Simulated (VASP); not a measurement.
# CdTe (F-43m) in VASP: a series of runs

CdTe is run at these levels: PBE; tasks: single point.

Program: VASP 6.6.1. These are calculated values, not measurements. Logs are shortened: lines on timing, memory, paths and dates and some standing lists are left out, and cuts for length are marked.

## Step 1: The cell of the first run

The structure is cubic, space group F-43m (No. 216). The conventional cell has a = 6.529 Å, b = 6.529 Å, c = 6.529 Å, α = 90.00°, β = 90.00°, γ = 90.00°. Within 3.7 Å of Cd (site symmetry -43m) lie 4 Te at 2.83 Å. Te (site symmetry -43m) has 4 Cd at 2.83 Å within 3.7 Å.

## Step 2: Single point, PBE, non-collinear spin, zero start, spin-orbit coupling (34.80 Å³/atom)

File INCAR:

```
SYSTEM = CdTe
PREC = Accurate
ENCUT = 520
EDIFF = 1E-6
ISMEAR = 0
SIGMA = 0.05
LREAL = .False.
LASPH = .True.
NELM = 150
ALGO = Normal
ISIF = 2
LWAVE = .False.
LCHARG = .False.
MAGMOM = 0 0 0 0 0 0
LORBIT = 11
LSORBIT = .True.
GGA_COMPAT = .False.
LORBMOM = .True.
GGA = PE
NBANDS = 30
```

File KPOINTS:

```
regular mesh
0
Gamma
  10 10 10
  0 0 0
```

File POSCAR:

```
CdTe
1.0
    0.0000000000      3.2647462409      3.2647462409
    3.2647462409      0.0000000000      3.2647462409
    3.2647462409      3.2647462409      0.0000000000
Cd Te
1 1
Direct
    0.0000000000      0.0000000000      0.0000000000
    0.2500000000      0.2500000000      0.2500000000
```

Potentials or basis: VASP PAW PBE potentials, release 64 (Cd, Te).

The run is started by

```console
$ cat potpaw_PBE.64/Cd/POTCAR potpaw_PBE.64/Te/POTCAR > POTCAR
$ mpirun -np 1 vasp_ncl > vasp.out
```

OUTCAR:

```text
SYSTEM = CdTe
   PREC = Accurate
   ENCUT = 520
   EDIFF = 1E-6
   ISMEAR = 0
   LREAL = .False.
   LASPH = .True.
   NELM = 150
   ISIF = 2
   LORBIT = 11
   LSORBIT = .True.
   GGA = PE

 ion  position               nearest neighbor table
   1  0.000  0.000  0.000-   2 2.83   2 2.83   2 2.83   2 2.83
   2  0.250  0.250  0.250-   1 2.83   1 2.83   1 2.83   1 2.83

  LATTYP: Found a face centered cubic cell.
 ALAT       =     6.5294924818

  Lattice vectors:

 A1 = (   0.0000000000,   3.2647462409,   3.2647462409)
 A2 = (   3.2647462409,   0.0000000000,   3.2647462409)
 A3 = (   3.2647462409,   3.2647462409,   0.0000000000)

Analysis of symmetry for initial positions (statically):
=====================================================================
 Subroutine PRICEL returns:
 Original cell was already a primitive cell.

 Routine SETGRP: Setting up the symmetry group for a
 face centered cubic supercell.

 Subroutine GETGRP returns: Found 24 space group operations
 (whereof 24 operations were pure point group operations)
 out of a pool of 48 trial point group operations.

The static configuration has the point symmetry T_d .

Analysis of symmetry for dynamics (positions and initial velocities):
=====================================================================
 Subroutine PRICEL returns:
 Original cell was already a primitive cell.

 Routine SETGRP: Setting up the symmetry group for a
 face centered cubic supercell.

 Subroutine GETGRP returns: Found 24 space group operations
 (whereof 24 operations were pure point group operations)
 out of a pool of 48 trial point group operations.

The dynamic configuration has the point symmetry T_d .

Analysis of structural, dynamic, and magnetic symmetry:
=====================================================================
 Subroutine PRICEL returns:
 Original cell was already a primitive cell.

 Routine SETGRP: Setting up the symmetry group for a
 face centered cubic supercell.

 Subroutine GETGRP returns: Found 24 space group operations
 (whereof 24 operations were pure point group operations)
 out of a pool of 48 trial point group operations.

The overall configuration has the point symmetry T_d .

 Subroutine INISYM returns: Found 24 space group operations
 (whereof 24 operations are pure point group operations),
 and found     1 'primitive' translations

----------------------------------------------------------------------------------------

                                     Primitive cell

  volume of cell :      69.5950

  direct lattice vectors                    reciprocal lattice vectors
     0.000000000  3.264746241  3.264746241    -0.153151260  0.153151260  0.153151260
     3.264746241  0.000000000  3.264746241     0.153151260 -0.153151260  0.153151260
     3.264746241  3.264746241  0.000000000     0.153151260  0.153151260 -0.153151260

  length of vectors
     4.617048412  4.617048412  4.617048412     0.265265763  0.265265763  0.265265763

  position of ions in fractional coordinates (direct lattice)
     0.000000000  0.000000000  0.000000000
     0.250000000  0.250000000  0.250000000

  ion indices of the primitive-cell ions
   primitive index   ion index
                 1           1
                 2           2

----------------------------------------------------------------------------------------

 KPOINTS: regular mesh

Automatic generation of k-mesh.
 Grid dimensions read from file:
 generate k-points for:   10   10   10

 Generating k-lattice:

  Cartesian coordinates                     Fractional coordinates (reciprocal lattice)
    -0.015315126  0.015315126  0.015315126     0.100000000  0.000000000  0.000000000
     0.015315126 -0.015315126  0.015315126     0.000000000  0.100000000  0.000000000
     0.015315126  0.015315126 -0.015315126     0.000000000  0.000000000  0.100000000

  Length of vectors
     0.026526576  0.026526576  0.026526576

  Shift w.r.t. Gamma in fractional coordinates (k-lattice)
     0.000000000  0.000000000  0.000000000

 Subroutine IBZKPT returns following result:
 ===========================================

 Found     73 irreducible k-points:

 Following reciprocal coordinates:
            Coordinates               Weight
  0.000000  0.000000  0.000000      1.000000
  0.100000  0.000000  0.000000      4.000000
 -0.100000  0.000000  0.000000      4.000000
  0.200000  0.000000  0.000000      4.000000
 -0.200000  0.000000  0.000000      4.000000
  0.300000  0.000000  0.000000      4.000000
[... 16 lines left out ...]
  0.300000 -0.100000  0.000000     12.000000
 -0.200000  0.100000  0.000000     12.000000
 [... further k-points ...]
   k-points           NKPTS =     73   k-points in BZ     NKDIM =     73   number of bands    NBANDS=     30
   number of dos      NEDOS =    301   number of ions     NIONS =      2
[... 26 lines left out ...]
   PSTRESS=    0.0 pullay stress
   NELECT =      18.0000    total number of electrons
   NUPDOWN=      -1.0000    fix difference up-down
   EMIN   =  10.00;   EMAX   =-10.00  energy-range for DOS
   EFERMI =   0.00;   METHOD = LEGACY
   ISMEAR =     0;   SIGMA  =   0.05  broadening in eV -4-tet -1-fermi 0-gaus
   EFERMI_NEDOS =   21; number of points for ismear=-14 and -15
   IALGO  =     38    algorithm
   IMIX   =      4    mixing-type and parameters
     AMIX     =   0.40;   BMIX     =  1.00
     AMIX_MAG =   1.60;   BMIX_MAG =  1.00
  volume/ion in A,a.u.               =      34.80       234.83
  Fermi-wavevector in a.u.,A,eV,Ry     =   1.043053  1.971084 14.802579  1.087959
  Thomas-Fermi vector in A             =   2.177745
   LORBIT       =     11    0 simple, 1 ext, 2 COOP (PROOUT), +10 PAW based schemes
   GGA     = PE    functional components
   LHFCALC =     F    Hartree Fock is set to
   AEXX    =    0.0000 exact exchange contribution
   IVDW    =     0    specifies the selected vdW correction
   LEPSILON=     F    determine dielectric tensor
   LRPA    =     F    only Hartree local field effects (RPA)
 Gauss-broadening in eV      SIGMA  =   0.05
  energy-cutoff  :      520.00
  volume of cell :       69.60
 maximum number of plane-waves:      3790
 NGX is ok and might be reduce to    36
   NGX = 17   NGY = 17   NGZ = 17

 number of electron      18.0000002 magnetization       0.0000000      0.0000000      0.0000000

 number of electron      18.0000002 magnetization      -0.0000000      0.0000000      0.0000000

 number of electron      18.0000002 magnetization      -0.0000000      0.0000000     -0.0000000

 Free energy of the ion-electron system (eV)
  ---------------------------------------------------
  ext. energy  EPLUGINS =         0.00000000
  ---------------------------------------------------
  free energy    TOTEN  =        -4.92391665 eV

  energy without entropy =       -4.92391665  energy(sigma->0) =       -4.92391665

 E-fermi :   2.6454     XC(G=0):  -8.4865

 val. band max:        2.4152133604   @ k =   0.0000   0.0000   0.0000
 cond. band min:       2.8511707061   @ k =   0.0000   0.0000   0.0000
 fundamental gap:      0.4359573458
 Fermi energy:         2.6454484344

 k-point     1 :       0.0000    0.0000    0.0000
  band No.  band energies     occupation
      1      -8.8958      1.00000
      2      -8.8958      1.00000
      3      -6.3823      1.00000
      4      -6.3823      1.00000
      5      -6.3823      1.00000
      6      -6.3823      1.00000
[... 781 lines left out ...]
     29      10.6974      0.00000
     30      10.7383      0.00000

 [... further k-points ...]

------------------------ aborting loop because EDIFF is reached ----------------------------------------

  FORCE on cell =-STRESS in cart. coord.  units (eV):
  Direction    XX          YY          ZZ          XY          YZ          ZX
  --------------------------------------------------------------------------------------
  -------------------------------------------------------------------------------------
  Total        0.7531397      0.7531397      0.7531397     -0.0000000      0.0000000     -0.0000000
  in kB       17.3383525     17.3383525     17.3383525     -0.0000000      0.0000000     -0.0000000
  external PRESSURE =      17.3383525 kB  Pullay stress =       0.0000000 kB

 VOLUME and BASIS-vectors are now :
 -----------------------------------------------------------------------------
  energy-cutoff  :      520.00
  volume of cell :       69.60
      direct lattice vectors                 reciprocal lattice vectors
     0.000000000  3.264746241  3.264746241    -0.153151260  0.153151260  0.153151260
     3.264746241  0.000000000  3.264746241     0.153151260 -0.153151260  0.153151260
     3.264746241  3.264746241  0.000000000     0.153151260  0.153151260 -0.153151260

 POSITION                                       TOTAL-FORCE (eV/Angst)
 -----------------------------------------------------------------------------------
      0.00000      0.00000      0.00000        -0.000000      0.000000      0.000000
      1.63237      1.63237      1.63237         0.000000     -0.000000     -0.000000
 -----------------------------------------------------------------------------------
    total drift:                                0.000000      0.000000      0.000000

  FREE ENERGIE OF THE ION-ELECTRON SYSTEM (eV)
  ---------------------------------------------------
  free  energy   TOTEN  =        -4.9239166542 eV

  energy  without entropy=       -4.9239166542  energy(sigma->0) =       -4.92391665

 orbital moment (x)

 # of ion     p       d       tot
 ----------------------------------------
  1        -0.000  -0.000  -0.000
  2        -0.000   0.000  -0.000
 ----------------------------------------
           -0.000  -0.000  -0.000

 orbital moment (y)

 # of ion     p       d       tot
 ----------------------------------------
  1         0.000   0.000   0.000
  2         0.000   0.000   0.000
 ----------------------------------------
            0.000   0.000   0.000

 orbital moment (z)

 # of ion     p       d       tot
 ----------------------------------------
  1         0.000  -0.000  -0.000
  2         0.000  -0.000  -0.000
 ----------------------------------------
            0.000  -0.000  -0.000

 Spin-Orbit-Coupling matrix elements

 Ion:    1  E_soc:     -0.0604342
 l=   1
     0.0000000    -0.0031139    -0.0031139
    -0.0031139     0.0000000    -0.0031139
    -0.0031139    -0.0031139     0.0000000
 l=   2
     0.0000000    -0.0013936     0.0000000    -0.0013936    -0.0055649
    -0.0013936     0.0000000    -0.0041737    -0.0013936    -0.0013912
     0.0000000    -0.0041737     0.0000000    -0.0041737     0.0000000
    -0.0013936    -0.0013936    -0.0041737     0.0000000    -0.0013912
    -0.0055649    -0.0013912     0.0000000    -0.0013912     0.0000000
 l=   3
     0.0000000     0.0000000     0.0000000     0.0000000     0.0000000     0.0000000     0.0000000
     0.0000000     0.0000000     0.0000000     0.0000000     0.0000000     0.0000000     0.0000000
     0.0000000     0.0000000     0.0000000     0.0000000     0.0000000     0.0000000     0.0000000
     0.0000000     0.0000000     0.0000000     0.0000000     0.0000000     0.0000000     0.0000000
     0.0000000     0.0000000     0.0000000     0.0000000     0.0000000     0.0000000     0.0000000
     0.0000000     0.0000000     0.0000000     0.0000000     0.0000000     0.0000000     0.0000000
     0.0000000     0.0000000     0.0000000     0.0000000     0.0000000     0.0000000     0.0000000

 Ion:    2  E_soc:     -0.1958095
 l=   1
     0.0000000    -0.0325637    -0.0325637
    -0.0325637     0.0000000    -0.0325637
    -0.0325637    -0.0325637     0.0000000
 l=   2
     0.0000000    -0.0000291     0.0000000    -0.0000291    -0.0000421
    -0.0000291     0.0000000    -0.0000316    -0.0000291    -0.0000105
     0.0000000    -0.0000316     0.0000000    -0.0000316     0.0000000
    -0.0000291    -0.0000291    -0.0000316     0.0000000    -0.0000105
    -0.0000421    -0.0000105     0.0000000    -0.0000105     0.0000000
 l=   3
     0.0000000     0.0000000     0.0000000     0.0000000     0.0000000     0.0000000     0.0000000
     0.0000000     0.0000000     0.0000000     0.0000000     0.0000000     0.0000000     0.0000000
     0.0000000     0.0000000     0.0000000     0.0000000     0.0000000     0.0000000     0.0000000
     0.0000000     0.0000000     0.0000000     0.0000000     0.0000000     0.0000000     0.0000000
     0.0000000     0.0000000     0.0000000     0.0000000     0.0000000     0.0000000     0.0000000
     0.0000000     0.0000000     0.0000000     0.0000000     0.0000000     0.0000000     0.0000000
     0.0000000     0.0000000     0.0000000     0.0000000     0.0000000     0.0000000     0.0000000

 total charge

# of ion       s       p       d       tot
------------------------------------------
    1        0.469   0.305   9.531  10.306
    2        1.352   2.050   0.020   3.422
--------------------------------------------------
tot          1.821   2.355   9.551  13.728

 magnetization (x)

# of ion       s       p       d       tot
------------------------------------------
    1        0.000   0.000   0.000   0.000
    2        0.000  -0.000   0.000  -0.000
--------------------------------------------------
tot          0.000  -0.000   0.000   0.000

 magnetization (y)

# of ion       s       p       d       tot
------------------------------------------
    1        0.000   0.000   0.000   0.000
    2        0.000   0.000   0.000   0.000
--------------------------------------------------
tot          0.000   0.000   0.000   0.000

 magnetization (z)

# of ion       s       p       d       tot
------------------------------------------
    1       -0.000  -0.000   0.000  -0.000
    2        0.000  -0.000  -0.000  -0.000
--------------------------------------------------
tot         -0.000  -0.000  -0.000  -0.000
```

Wall time 2.5 min (1 thread of Intel Xeon 6975P-C (Granite Rapids), shared host); peak memory 0.51 GiB.

What came out:

```
Free energy                                           : -4.9239 eV
Pressure                                              : 1.7 GPa
Net moment                                            : 0.00 μB per cell
Valence electrons inside the program's atomic spheres : Cd 10.31; Te 3.42
```

Moments on the atoms (μB; x, y, z):
```
Cd  0.00 0.00 0.00
Te  0.00 0.00 0.00
```

## Step 3: Single point, PBE, non-collinear spin, zero start, spin-orbit coupling (35.52 Å³/atom)

This run uses another cell than the first one, of 35.52 Å³/atom.

File INCAR:

```
SYSTEM = CdTe
ALGO = Normal
EDIFF = 1E-6
ENCUT = 520
GGA = PE
GGA_COMPAT = .FALSE.
ISIF = 2
ISMEAR = 0
LASPH = .TRUE.
LCHARG = .FALSE.
LORBIT = 11
LORBMOM = .TRUE.
LREAL = .FALSE.
LSORBIT = .TRUE.
LWAVE = .FALSE.
MAGMOM = 0 0 0 0 0 0
NBANDS = 30
NELM = 150
PREC = Accurate
SIGMA = 0.05
```

File KPOINTS:

```
k-points
0
G
  10 10 10
  0 0 0
```

File POSCAR:

```
CdTe
1.0
    0.0000000000      3.2872624437      3.2872624437
    3.2872624437      0.0000000000      3.2872624437
    3.2872624437      3.2872624437      0.0000000000
Cd Te
1 1
Direct
    0.0000000000      0.0000000000      0.0000000000
    0.2500000000      0.2500000000      0.2500000000
```

Potentials or basis: VASP PAW PBE potentials, release 64 (Cd, Te).

The run is started by

```console
$ cat potpaw_PBE.64/Cd/POTCAR potpaw_PBE.64/Te/POTCAR > POTCAR
$ mpirun -np 1 vasp_ncl > vasp.out
```

Run time: 2.3 min. Hardware: 1 thread of Intel Xeon 6975P-C (Granite Rapids), shared host; peak memory 0.53 GiB.

The run converged. Its results:

```
Free energy                                           : -4.9358 eV
Pressure                                              : 0.9 GPa
Net moment                                            : 0.00 μB per cell
Valence electrons inside the program's atomic spheres : Cd 10.29; Te 3.41
```

Moments on the atoms (μB; x, y, z):
```
Cd  0.00 0.00 0.00
Te  0.00 0.00 0.00
```
